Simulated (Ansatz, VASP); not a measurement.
## Al2O3 in VASP and in Ansatz

Contents of INCAR:

```
SYSTEM = Al2O3
PREC     = Accurate       ! precision mode
ENCUT    = 520            ! plane-wave cutoff, eV
EDIFF    = 1E-6           ! SCF threshold, eV
ISMEAR   = 0              ! smearing method
SIGMA    = 0.05           ! smearing width, eV
LREAL    = .FALSE.        ! projectors in reciprocal space
LASPH    = .TRUE.         ! aspherical terms in the spheres
NELM     = 100            ! most SCF steps
ALGO     = Normal         ! electronic algorithm
ISIF     = 2              ! what is computed and relaxed
LWAVE    = .FALSE.        ! write WAVECAR
LCHARG   = .TRUE.         ! write CHGCAR
LELF     = .TRUE.         ! ELF
LVHAR    = .TRUE.       
NBANDS   = 20             ! bands
```

File KPOINTS:

```
Automatic mesh
0
G
  12 12 4
  0 0 0
```

Contents of POSCAR:

```
Al2O3
1.0
    3.2588811475      0.0000000000      0.0000000000
   -1.6294405738      2.8222738617      0.0000000000
    0.0000000000      0.0000000000      6.9686651220
Al O
2 3
Direct
    0.0000000000      0.0000000000      0.2779510000
    0.0000000000      0.0000000000      0.7220490000
    0.3333333333      0.6666666667      0.1994540000
    0.6666666667      0.3333333333      0.8005460000
    0.0000000000      0.0000000000      0.5000000000
```

Input for Ansatz:

```yaml
crystal:
  lattice:
    - [3.2588811475, 0.0, 0.0]
    - [-1.6294405738, 2.8222738617, 0.0]
    - [0.0, 0.0, 6.968665122]
  atoms:
    - { symbol: Al, position: [0.0, 0.0, 0.277951] }
    - { symbol: Al, position: [0.0, 0.0, 0.722049] }
    - { symbol: O, position: [0.3333333333, 0.6666666667, 0.199454] }
    - { symbol: O, position: [0.6666666667, 0.3333333333, 0.800546] }
    - { symbol: O, position: [0.0, 0.0, 0.5] }
basis:
  ecutwfc: 420
kpoints:
  mp_grid: { grid: [12, 12, 4] }
hamiltonian:
  xc: lda
scf:
  occupations: { method: gaussian, width: 0.05 }
output:
  forces: true
  stress: true
  eigenvalues: true
```

Change from the starting cell: strain +0.080 along x and y, -0.080 along z, atoms carried along.

Alike in both runs: task single point; functional LDA; k mesh 12 × 12 × 4; occupations gaussian, width 0.05 eV; no spin polarisation.

|  | VASP | Ansatz |
| --- | --- | --- |
| version | VASP 6.6.1 | Ansatz 0.2.0 |
| potentials or method | VASP PAW LDA potentials, release 64 (Al, O), cutoff 520 eV | scalar-relativistic, plane waves, PAW |
| valence electrons in the cell | 24 | 24 |

|  | VASP | Ansatz | Ansatz less VASP |
| --- | --- | --- | --- |
| gap on the k mesh at the Fermi level (eV) | 2.71 | 2.72 | +0.014 |
| least direct gap on the mesh (eV) | 3.07 | 3.09 | +0.018 |
| pressure (GPa) | -6.5 | -7.4 | -0.86 |
| traceless stress, the component that is largest in VASP (GPa) | 46.63 | 45.23 | -1.407 |
| rms of the force components (eV/Å) | 2.230 | 2.129 | -0.1006 |

LDA's correlation is that of Perdew and Zunger in VASP and of Perdew and Wang (1992) in Ansatz. Atom by atom the forces differ by 0.103 eV/Å (rms over components).
